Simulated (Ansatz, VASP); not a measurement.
Two plane-wave programs on Au3ClO

```
CELL_PARAMETERS angstrom
4.55497 0.00000 0.00000
0.00000 4.55497 0.00000
0.00000 0.00000 4.55497
ATOMIC_POSITIONS crystal
Au 0.00000 0.50000 0.50000
Au 0.50000 0.00000 0.50000
Au 0.50000 0.50000 0.00000
Cl 0.00000 0.00000 0.00000
O 0.50000 0.50000 0.50000
```

Alike in both runs: task electric field gradients; functional PBE; k mesh 8 × 8 × 8; occupations fermi-dirac, width 0.15 eV; no spin polarisation.

|  | VASP | Ansatz |
| --- | --- | --- |
| version | VASP 6.6.1 | Ansatz 0.2.0 |
| potentials or method | VASP PAW PBE potentials, release 64 (Au, Cl, O), cutoff 520 eV | scalar-relativistic, plane waves, PAW |
| valence electrons in the cell | 46 | 70 |

```tsv
	VASP	Ansatz	Ansatz less VASP
gap on the k mesh at the Fermi level (eV)	none	none	-
pressure (GPa)	-0.1	0.0	+0.14
size of Vzz on the site where it differs most (V/Å²)	182.5	35.8	-146.65
```

A gap of «none» marks a metal or a gap that the smearing closes. VASP's potentials hold 46 valence electrons a cell and Ansatz's 70, so a difference there can come from the potentials and not from the codes.

Neither program's run includes spin-orbit coupling.
